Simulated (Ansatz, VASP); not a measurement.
## CaSe: VASP beside Ansatz

File INCAR:

```
ALGO = Normal
EDIFF = 1E-6
ENCUT = 520
GGA = PE
ISIF = 2
ISMEAR = -1
LASPH = True
LCHARG = False
LREAL = False
LWAVE = False
NBANDS = 15
NELM = 100
PREC = Accurate
SIGMA = 0.02
```

The input KPOINTS:

```
k-points
0
Gamma
  8 8 8
```

File POSCAR:

```
CaSe
1.0
    0.0000000000      3.1446969729      3.1446969729
    3.1446969729      0.0000000000      3.1446969729
    3.1446969729      3.1446969729      0.0000000000
Ca Se
1 1
Direct
    0.0000000000      0.0000000000      0.0000000000
    0.5000000000      0.5000000000      0.5000000000
```

Input for Ansatz:

```yaml
crystal:
  lattice:
    - [0.0, 3.1446969729, 3.1446969729]
    - [3.1446969729, 0.0, 3.1446969729]
    - [3.1446969729, 3.1446969729, 0.0]
  atoms:
    - { symbol: Ca, position: [0.0, 0.0, 0.0] }
    - { symbol: Se, position: [0.5, 0.5, 0.5] }
kpoints:
  mp_grid: { grid: [8, 8, 8] }
  band_path:
    path:
      - [0.0, 0.0, 0.0]
      - [0.5, 0.0, 0.5]
      - [0.625, 0.25, 0.625]
      - [0.375, 0.375, 0.75]
      - [0.5, 0.5, 0.5]
      - [0.5, 0.25, 0.75]
    npoints: 1
hamiltonian:
  xc: pbe
scf:
  occupations: { method: fermi_dirac, width: 0.02 }
  n_extra_bands: 4
output:
  forces: true
  stress: true
  eigenvalues: true
```

Change from the starting cell: hydrostatic strain +6.0%.

Alike in both runs: task single point; functional PBE; k mesh 8 × 8 × 8; occupations fermi-dirac, width 0.02 eV; no spin polarisation.

|  | VASP | Ansatz |
| --- | --- | --- |
| version | VASP 6.6.1 | Ansatz 0.2.0 |
| potentials or method | VASP PAW PBE potentials, release 64 (Ca_sv, Se) | plane waves, PAW |
| plane-wave cutoff (eV) | 520 | 420 |
| valence electrons in the cell | 16 | 26 |

```tsv
	VASP	Ansatz	Ansatz less VASP
gap on the k mesh at the Fermi level (eV)	2.35	2.36	+0.004
pressure (GPa)	-5.5	-5.6	-0.09
```

With one functional, cell and mesh, what is left measures potentials, basis and numerics. VASP's potentials hold 16 valence electrons a cell and Ansatz's 26, so a difference there can come from the potentials and not from the codes.
